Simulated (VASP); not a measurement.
# AlN (P6_3/mmc) in VASP: notebook

Runs on AlN. Level: LDA. Tasks: single point.

Everything below comes from runs of VASP 6.6.1. Logs are shortened: lines on timing, memory, paths and dates and some standing lists are left out, and cuts for length are marked.

### Step 1. The cell of the first run

Symmetry: P6_3/mmc, No. 194, hexagonal system. Conventional cell: a = 3.411 Å, b = 3.411 Å, c = 4.250 Å, α = 90.00°, β = 90.00°, γ = 120.00°. Al (site symmetry -6m2) has 5 N at 1.97 to 2.13 Å within 2.6 Å. Within 2.6 Å of N (site symmetry -6m2) lie 5 Al at 1.97 to 2.13 Å.

### Step 2. Single point, LDA (strain +0.030 along x and y, +0.015 along z)

Contents of INCAR:

```
PREC = Accurate
ENCUT = 600
EDIFF = 1E-6
ISMEAR = 0
SIGMA = 0.05
LREAL = False
LASPH = True
NELM = 120
ALGO = Normal
ISIF = 2
LWAVE = False
LCHARG = False
NBANDS = 16
GGA_COMPAT = False
```

Contents of KPOINTS:

```
regular mesh
0
Gamma
  9 9 6
```

Contents of POSCAR:

```
AlN
1.0
    3.4114792141      0.0000000000      0.0000000000
   -1.7057396070      2.9544276639      0.0000000000
    0.0000000000      0.0000000000      4.2503764450
Al N
2 2
Direct
    0.3333333333      0.6666666667      0.7500000000
    0.6666666667      0.3333333333      0.2500000000
    0.3333333333      0.6666666667      0.2500000000
    0.6666666667      0.3333333333      0.7500000000
```

Potentials or basis: VASP PAW LDA potentials, release 64 (Al, N).

On the command line:

```sh
$ cat potpaw_LDA.64/Al/POTCAR potpaw_LDA.64/N/POTCAR > POTCAR
$ mpirun -np 1 vasp_std > vasp.out
```

OUTCAR:

```text
PREC = Accurate
   ENCUT = 600
   EDIFF = 1E-6
   ISMEAR = 0
   LREAL = False
   LASPH = True
   NELM = 120
   ISIF = 2

 ion  position               nearest neighbor table
   1  0.333  0.667  0.750-   4 1.97   4 1.97   4 1.97   3 2.13   3 2.13   2 2.90   2 2.90   2 2.90
                             2 2.90   2 2.90   2 2.90
   2  0.667  0.333  0.250-   3 1.97   3 1.97   3 1.97   4 2.13   4 2.13   1 2.90   1 2.90   1 2.90
                             1 2.90   1 2.90   1 2.90
   3  0.333  0.667  0.250-   2 1.97   2 1.97   2 1.97   1 2.13   1 2.13
   4  0.667  0.333  0.750-   1 1.97   1 1.97   1 1.97   2 2.13   2 2.13

  LATTYP: Found a hexagonal cell.
 ALAT       =     3.4114792141
 C/A-ratio  =     1.2459042481

  Lattice vectors:

 A1 = (   3.4114792141,   0.0000000000,   0.0000000000)
 A2 = (  -1.7057396070,   2.9544276639,   0.0000000000)
 A3 = (   0.0000000000,   0.0000000000,   4.2503764450)

Analysis of symmetry for initial positions (statically):
=====================================================================
 Subroutine PRICEL returns:
 Original cell was already a primitive cell.

 Routine SETGRP: Setting up the symmetry group for a
 hexagonal supercell.

 Subroutine GETGRP returns: Found 24 space group operations
 (whereof 12 operations were pure point group operations)
 out of a pool of 24 trial point group operations.

The static configuration has the point symmetry D_3d.
 The point group associated with its full space group is D_6h.

Analysis of symmetry for dynamics (positions and initial velocities):
=====================================================================
 Subroutine PRICEL returns:
 Original cell was already a primitive cell.

 Routine SETGRP: Setting up the symmetry group for a
 hexagonal supercell.

 Subroutine GETGRP returns: Found 24 space group operations
 (whereof 12 operations were pure point group operations)
 out of a pool of 24 trial point group operations.

The dynamic configuration has the point symmetry D_3d.
 The point group associated with its full space group is D_6h.

 Subroutine INISYM returns: Found 24 space group operations
 (whereof 12 operations are pure point group operations),
 and found     1 'primitive' translations

----------------------------------------------------------------------------------------

                                     Primitive cell

  volume of cell :      42.8394

  direct lattice vectors                    reciprocal lattice vectors
     3.411479214  0.000000000  0.000000000     0.293127977  0.169237516  0.000000000
    -1.705739607  2.954427664  0.000000000     0.000000000  0.338475033  0.000000000
     0.000000000  0.000000000  4.250376445     0.000000000  0.000000000  0.235273278

  length of vectors
     3.411479214  3.411479214  4.250376445     0.338475033  0.338475033  0.235273278

  position of ions in fractional coordinates (direct lattice)
     0.333333333  0.666666667  0.750000000
     0.666666667  0.333333333  0.250000000
     0.333333333  0.666666667  0.250000000
     0.666666667  0.333333333  0.750000000

  ion indices of the primitive-cell ions
   primitive index   ion index
                 1           1
                 2           2
                 3           3
                 4           4

----------------------------------------------------------------------------------------

 KPOINTS: regular mesh

Automatic generation of k-mesh.
 Grid dimensions read from file:
 generate k-points for:    9    9    6

 Generating k-lattice:

  Cartesian coordinates                     Fractional coordinates (reciprocal lattice)
     0.032569775  0.018804168  0.000000000     0.111111111  0.000000000  0.000000000
     0.000000000  0.037608337  0.000000000     0.000000000  0.111111111  0.000000000
     0.000000000  0.000000000  0.039212213     0.000000000  0.000000000  0.166666667

  Length of vectors
     0.037608337  0.037608337  0.039212213

  Shift w.r.t. Gamma in fractional coordinates (k-lattice)
     0.000000000  0.000000000  0.000000000

 Subroutine IBZKPT returns following result:
 ===========================================

 Found     48 irreducible k-points:

 Following reciprocal coordinates:
            Coordinates               Weight
  0.000000  0.000000  0.000000      1.000000
  0.111111  0.000000  0.000000      6.000000
  0.222222  0.000000  0.000000      6.000000
  0.333333  0.000000  0.000000      6.000000
  0.444444  0.000000  0.000000      6.000000
  0.111111  0.111111  0.000000      6.000000
[... 16 lines left out ...]
  0.333333  0.222222  0.166667     24.000000
  0.333333  0.333333  0.166667      4.000000
 [... further k-points ...]
   k-points           NKPTS =     48   k-points in BZ     NKDIM =     48   number of bands    NBANDS=     16
   number of dos      NEDOS =    301   number of ions     NIONS =      4
   total plane-waves  NPLWV =  28224
   dimension x,y,z NGX =    28 NGY =   28 NGZ =   36
   dimension x,y,z NGXF=    56 NGYF=   56 NGZF=   72
   ions per type =               2   2
   NGX,Y,Z   is equivalent  to a cutoff of  13.64, 13.64, 14.08 a.u.
   NGXF,Y,Z  is equivalent  to a cutoff of  27.29, 27.29, 28.16 a.u.
 SYSTEM =  unknown system
   PREC   = accura    normal or accurate (medium, high low for compatibility)
   ISTART =      0    job   : 0-new  1-cont  2-samecut
   ICHARG =      2    charge: 1-file 2-atom 10-const
   ISPIN  =      1    spin polarized calculation?
   LNONCOLLINEAR =      F non collinear calculations
   LSORBIT =      F    spin-orbit coupling
   LASPH  =      T    aspherical Exc in radial PAW
   ENCUT  =  600.0 eV  44.10 Ry    6.64 a.u.   6.81  6.81  8.49*2*pi/ulx,y,z
   NELM   =    120;   NELMIN=  2; NELMDL= -5     # of ELM steps
   EDIFF  = 0.1E-05   stopping-criterion for ELM
   LREAL  =      F    real-space projection
   EDIFFG = 0.1E-04   stopping-criterion for IOM
   NSW    =      0    number of steps for IOM
   IBRION =     -1    ionic relax: 0-MD 1-quasi-New 2-CG
   NFREE  =      0    steps in history (QN), initial steepest desc. (CG)
   ISIF   =      2    stress and relaxation
   ISYM   =      2    0-nonsym 1-usesym 2-fastsym
   POTIM  = 0.5000    time-step for ionic-motion
   TEBEG  =    0.0;   TEEND  =   0.0 temperature during run
   PSTRESS=    0.0 pullay stress
   NELECT =      16.0000    total number of electrons
   NUPDOWN=      -1.0000    fix difference up-down
   EMIN   =  10.00;   EMAX   =-10.00  energy-range for DOS
   EFERMI =   0.00;   METHOD = LEGACY
   ISMEAR =     0;   SIGMA  =   0.05  broadening in eV -4-tet -1-fermi 0-gaus
   EFERMI_NEDOS =   21; number of points for ismear=-14 and -15
   IALGO  =     38    algorithm
   IMIX   =      4    mixing-type and parameters
     AMIX     =   0.40;   BMIX     =  1.00
     AMIX_MAG =   1.60;   BMIX_MAG =  1.00
  volume/ion in A,a.u.               =      10.71        72.27
  Fermi-wavevector in a.u.,A,eV,Ry     =   1.178963  2.227918 18.911482  1.389955
  Thomas-Fermi vector in A             =   2.315283
   LORBIT       =      0    0 simple, 1 ext, 2 COOP (PROOUT), +10 PAW based schemes
   GGA     = CA    functional components
   LHFCALC =     F    Hartree Fock is set to
   AEXX    =    0.0000 exact exchange contribution
   IVDW    =     0    specifies the selected vdW correction
   LEPSILON=     F    determine dielectric tensor
   LRPA    =     F    only Hartree local field effects (RPA)
 non-spin polarized calculation
 Gauss-broadening in eV      SIGMA  =   0.05
  energy-cutoff  :      600.00
  volume of cell :       42.84
 maximum number of plane-waves:      1473
 NGX is ok and might be reduce to    28
   NGX = 13   NGY = 13   NGZ = 17

 number of electron      15.9999997 magnetization

 Free energy of the ion-electron system (eV)
  ---------------------------------------------------
  ext. energy  EPLUGINS =         0.00000000
  ---------------------------------------------------
  free energy    TOTEN  =       -32.15557376 eV

  energy without entropy =      -32.15557376  energy(sigma->0) =      -32.15557376

 E-fermi :   7.0325     XC(G=0): -11.1625

 val. band max:        6.8075115784   @ k =   0.0000   0.0000   0.0000
 cond. band min:       9.5882974445   @ k =   0.0000   0.0000   0.0000
 fundamental gap:      2.7807858661
 Fermi energy:         7.0325416496

 k-point     1 :       0.0000    0.0000    0.0000
  band No.  band energies     occupation
      1      -9.1957      2.00000
      2      -5.7530      2.00000
      3       0.4386      2.00000
      4       3.7644      2.00000
      5       3.7644      2.00000
      6       5.4282      2.00000
[... 8 lines left out ...]
     15      18.0280      0.00000
     16      18.3722      0.00000

 k-point     2 :       0.1111    0.0000    0.0000
  band No.  band energies     occupation
      1      -9.0657      2.00000
      2      -5.7550      2.00000
      3       0.5796      2.00000
      4       3.2786      2.00000
      5       3.5754      2.00000
      6       4.9244      2.00000
[... 8 lines left out ...]
     15      17.6286      0.00000
     16      17.8362      0.00000

 k-point     3 :       0.2222    0.0000    0.0000
  band No.  band energies     occupation
      1      -8.6932      2.00000
      2      -5.8012      2.00000
      3       0.9904      2.00000
      4       2.2509      2.00000
      5       3.1869      2.00000
      6       4.0326      2.00000
[... 8 lines left out ...]
     15      16.9394      0.00000
     16      18.4849      0.00000
[... 362 lines left out ...]
 k-point    23 :       0.3333    0.2222    0.1667
  band No.  band energies     occupation
      1      -7.2122      2.00000
      2      -6.4625      2.00000
      3       0.6945      2.00000
      4       1.3714      2.00000
      5       2.0471      2.00000
      6       3.8463      2.00000
[... 8 lines left out ...]
     15      17.8250      0.00000
     16      19.1890      0.00000

 k-point    24 :       0.3333    0.3333    0.1667
  band No.  band energies     occupation
      1      -6.7915      2.00000
      2      -6.7915      2.00000
      3       0.7467      2.00000
      4       1.5303      2.00000
      5       1.5303      2.00000
      6       4.1223      2.00000
[... 8 lines left out ...]
     15      17.6184      0.00000
     16      18.9763      0.00000

 [... further k-points ...]

------------------------ aborting loop because EDIFF is reached ----------------------------------------

  FORCE on cell =-STRESS in cart. coord.  units (eV):
  Direction    XX          YY          ZZ          XY          YZ          ZX
  --------------------------------------------------------------------------------------
  -------------------------------------------------------------------------------------
  Total       -5.9021939     -5.9021939     -4.9279689     -0.0000000      0.0000000      0.0000000
  in kB     -220.7397601   -220.7397601   -184.3041253     -0.0000000      0.0000000      0.0000000
  external PRESSURE =    -208.5945485 kB  Pullay stress =       0.0000000 kB

 VOLUME and BASIS-vectors are now :
 -----------------------------------------------------------------------------
  energy-cutoff  :      600.00
  volume of cell :       42.84
      direct lattice vectors                 reciprocal lattice vectors
     3.411479214  0.000000000  0.000000000     0.293127977  0.169237516  0.000000000
    -1.705739607  2.954427664  0.000000000     0.000000000  0.338475033  0.000000000
     0.000000000  0.000000000  4.250376445     0.000000000  0.000000000  0.235273278

 POSITION                                       TOTAL-FORCE (eV/Angst)
 -----------------------------------------------------------------------------------
     -0.00000      1.96962      3.18778         0.000000     -0.000000     -0.000000
      1.70574      0.98481      1.06259         0.000000      0.000000      0.000000
     -0.00000      1.96962      1.06259        -0.000000      0.000000      0.000000
      1.70574      0.98481      3.18778        -0.000000      0.000000      0.000000
 -----------------------------------------------------------------------------------
    total drift:                               -0.000000      0.000000      0.000000

  FREE ENERGIE OF THE ION-ELECTRON SYSTEM (eV)
  ---------------------------------------------------
  free  energy   TOTEN  =       -32.1555737603 eV

  energy  without entropy=      -32.1555737603  energy(sigma->0) =      -32.15557376
```

Wall time 27 s (1 thread of Intel Xeon Platinum 8375C at 2.90GHz (Ice Lake), shared host); peak memory 0.16 GiB.

Results:

* Free energy: -32.1556 eV
* Pressure: -20.9 GPa
* Band gap on the k mesh: 2.78 eV, direct

Stress tensor (GPa, compression positive):
```
-22.07   0.00   0.00
  0.00 -22.07   0.00
  0.00   0.00 -18.43
```

Levels at points of the mesh, in eV from the valence-band top:
```
           k point  band 6  band 7  band 8  band 9  band 10  band 11
(0.00, 0.00, 0.00)   -1.38   -1.38    0.00    2.78     3.66     7.65
(0.00, 0.00, 0.50)   -2.25   -2.25   -2.25    5.17     5.17     7.87
```

Caveat: the cell differs from its parent crystal (strain +0.030 along x and y, +0.015 along z).

### Step 3. Single point, LDA (strain -0.030 along x and y, -0.030 along z)

Contents of INCAR:

```
PREC     = Accurate       # precision mode
ENCUT    = 600            # plane-wave cutoff, eV
EDIFF    = 1E-6           # SCF threshold, eV
ISMEAR   = 0              # smearing method
SIGMA    = 0.05           # smearing width, eV
LREAL    = F              # projectors in reciprocal space
LASPH    = T              # aspherical terms in the spheres
NELM     = 120            # most SCF steps
ALGO     = Normal         # electronic algorithm
ISIF     = 2              # what is computed and relaxed
LWAVE    = F              # write WAVECAR
LCHARG   = T              # write CHGCAR
GGA      = CA             # functional
LELF     = T              # ELF
LVHAR    = T            
NBANDS   = 16             # bands
GGA_COMPAT= F
```

Contents of KPOINTS:

```
Automatic mesh
0
Gamma
  9 9 6
```

Contents of POSCAR:

```
AlN
1.0
    3.2127522696      0.0000000000      0.0000000000
   -1.6063761348      2.7823250815      0.0000000000
    0.0000000000      0.0000000000      4.0619361100
Al N
2 2
Direct
    0.3333333333      0.6666666667      0.7500000000
    0.6666666667      0.3333333333      0.2500000000
    0.3333333333      0.6666666667      0.2500000000
    0.6666666667      0.3333333333      0.7500000000
```

Potentials or basis: VASP PAW LDA potentials, release 64 (Al, N).

On the command line:

```sh
$ cat potpaw_LDA.64/Al/POTCAR potpaw_LDA.64/N/POTCAR > POTCAR
$ mpirun -np 1 vasp_std > vasp.out
```

Run time: 43 s. Hardware: 1 thread of AMD EPYC 7R13 (Zen 3), shared host; peak memory 0.13 GiB.

It converged, with:

| Property | Result |
| --- | --- |
| Free energy | -32.4043 eV |
| Pressure | 13.0 GPa |
| Band gap on the k mesh | 3.96 eV, direct |

Stress tensor (GPa, compression positive):
```
14.75  0.00  0.00
 0.00 14.75  0.00
 0.00  0.00  9.63
```

Levels at points of the mesh, in eV from the valence-band top:
| k point | band 4 | band 5 | band 6 | band 7 | band 8 | band 9 | band 10 | band 11 | band 12 | band 13 |
| --- | --- | --- | --- | --- | --- | --- | --- | --- | --- | --- |
| (0.00, 0.00, 0.00) | -3.55 | -3.55 | -1.79 | -1.79 | 0.00 | 3.96 | 5.00 | 8.54 | 8.54 | 11.79 |
| (0.00, 0.00, 0.50) | -3.85 | -2.71 | -2.71 | -2.71 | -2.71 | 6.15 | 6.15 | 8.68 | 8.68 | 8.68 |

Caveat: the cell differs from its parent crystal (strain -0.030 along x and y, -0.030 along z).

### Step 4. Single point, LDA (strain -0.030 along x and y, +0.000 along z)

Contents of INCAR:

```
SYSTEM = AlN
ALGO = Normal
EDIFF = 1E-6
ENCUT = 600
GGA_COMPAT = .FALSE.
ISIF = 2
ISMEAR = 0
LASPH = .TRUE.
LCHARG = .FALSE.
LREAL = .FALSE.
LWAVE = .FALSE.
NBANDS = 16
NELM = 120
PREC = Accurate
SIGMA = 0.05
```

Contents of KPOINTS:

```
k-points
0
G
  9 9 6
  0 0 0
```

Edit POSCAR of step 3 so:

```diff
@@ -4,3 +4,3 @@
    -1.6063761348      2.7823250815      0.0000000000
-    0.0000000000      0.0000000000      4.0619361100
+    0.0000000000      0.0000000000      4.1875630000
 Al N
```

On the command line:

```sh
$ cat potpaw_LDA.64/Al/POTCAR potpaw_LDA.64/N/POTCAR > POTCAR
$ mpirun -np 1 vasp_std > vasp.out
```

Wall time 38 s (1 thread of AMD EPYC 7R13 (Zen 3), shared host); peak memory 0.13 GiB.

Results (log left out):

```
Free energy            : -32.4347 eV
Pressure               : 6.5 GPa
Band gap on the k mesh : 3.68 eV, direct
```

Stress tensor (GPa, compression positive):
```
10.08  0.00  0.00
 0.00 10.08  0.00
 0.00  0.00 -0.77
```

Levels at points of the mesh, in eV from the valence-band top:
```csv
k point,band 4,band 5,band 6,band 7,band 8,band 9,band 10,band 11,band 12,band 13
"(0.00, 0.00, 0.00)",-3.46,-3.46,-1.89,-1.89,0.00,3.68,4.80,8.46,8.46,11.43
"(0.00, 0.00, 0.50)",-3.90,-2.71,-2.71,-2.71,-2.71,5.91,5.91,8.66,8.66,8.66
```

Caveat: the cell differs from its parent crystal (strain -0.030 along x and y, +0.000 along z).

[end of part 1 of 2]
